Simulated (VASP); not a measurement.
The system is CuF.

```
CELL_PARAMETERS angstrom
2.78978 0.00000 0.00000
-1.39489 2.41602 0.00000
0.00000 0.00000 6.72112
ATOMIC_POSITIONS crystal
Cu 0.33333 0.66667 0.04599
Cu 0.66667 0.33333 0.54599
F 0.33333 0.66667 0.32901
F 0.66667 0.33333 0.82901
```

Base run:

| Item | Value |
| --- | --- |
| Program | VASP 6.6.1 |
| Functional | PBE |
| Potentials or basis | VASP PAW PBE potentials, release 64 (Cu, F) |
| Cutoff | 520 eV |
| k mesh | 12 × 12 × 4 |
| Occupations | fermi-dirac, width 0.02 eV |
| Spin | no spin polarisation |

Its results: band gap on the k mesh 0.13 eV (least direct gap 0.47 eV); pressure 6.0 GPa; largest force 0.032 eV/Å.

The run is repeated on the same cell with these changes: functional from PBE to r2SCAN; further incar settings from ALGO = Normal; EDIFF = 1e-07; NBANDS = 26 to ALGO = Normal; EDIFF = 1e-06; NBANDS = 26. What comes out?

Band gap on the k mesh 0.36 eV (least direct gap 0.78 eV); pressure 0.4 GPa; largest force 0.045 eV/Å.

Caveats: the structure was generated, so it needn't be the stable form of CuF; semilocal functionals underestimate gaps, and a narrow one can read as zero; the cell stands under pressure (at least some runs); the PAW data sets were made with another functional, which shifts forces and pressure a little (at least some runs).

A k mesh can miss the band edges.
